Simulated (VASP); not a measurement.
Wanted: the native input for a VASP 6.6.1 run.

| Item | Value |
| --- | --- |
| Task | single point |
| Functional | PBE |
| Dispersion | D3(BJ) |
| Potentials or basis | VASP PAW PBE potentials, release 64 (Li_sv) |
| Cutoff | 520 eV |
| k mesh | 5 × 5 × 1 |
| Occupations | gaussian, width 0.1 eV |
| Spin | no spin polarisation |
| Dipole correction | yes |
| Further INCAR settings | ALGO = Fast; EDIFF = 1e-06; NBANDS = 30 |

The structure of Li lies in POSCAR:

```
Li
1.0
    5.7591582657      0.0000000000      0.0000000000
   -1.9197194219      5.4297864848      0.0000000000
    0.0000000000      0.0000000000     23.3490373303
Li
12
Direct
    0.2500000000      0.2500000000      0.1713132727
    0.2500000000      0.7500000000      0.1713132727
    0.7500000000      0.2500000000      0.1713132727
    0.7500000000      0.7500000000      0.1713132727
    0.0000000000      0.0000000000      0.2699665212
    0.0000000000      0.5000000000      0.2699665212
    0.5000000000      0.0000000000      0.2699665212
    0.5000000000      0.5000000000      0.2699665212
    0.2500000000      0.2500000000      0.3682823068
    0.2500000000      0.7500000000      0.3682823068
    0.7500000000      0.2500000000      0.3682823068
    0.7500000000      0.7500000000      0.3682823068
```

These files were run (other wordings do the same):

INCAR

```
SYSTEM = Li
PREC     = Accurate       ! precision mode
ENCUT    = 520            ! plane-wave cutoff, eV
EDIFF    = 1E-6           ! SCF threshold, eV
ISMEAR   = 0              ! smearing method
SIGMA    = 0.1            ! smearing width, eV
LREAL    = .False.        ! projectors in reciprocal space
LASPH    = .True.         ! aspherical terms in the spheres
NELM     = 80             ! most SCF steps
ALGO     = Fast           ! electronic algorithm
ISIF     = 2              ! what is computed and relaxed
LWAVE    = .False.        ! write WAVECAR
LCHARG   = .False.        ! write CHGCAR
LDIPOL   = .True.       
IDIPOL   = 3            
DIPOL    = 0.5 0.5 0.270
GGA      = PE             ! functional
IVDW     = 12             ! dispersion correction
NBANDS   = 30             ! bands
```

KPOINTS

```
regular mesh
0
Gamma
  5 5 1
  0 0 0
```

Potentials or basis: VASP PAW PBE potentials, release 64 (Li_sv).

Run with:

```console
$ cat potpaw_PBE.64/Li_sv/POTCAR > POTCAR
$ mpirun -np 1 vasp_std > vasp.out
```

It gave:

| Item | Value |
| --- | --- |
| Largest force | 0.020 eV/Å |
| Band gap on the k mesh | zero (band 18 reaches -1.84 eV, above the bottom of band 19 at -2.25 eV) |
| Dispersion energy per atom | -0.131 eV |

It took 14 min on 1 thread of Intel(R) Xeon(R) Platinum 8259CL CPU @ 2.50GHz (Skylake/Cascade Lake), with other jobs on the host, peak memory 0.8 GiB.
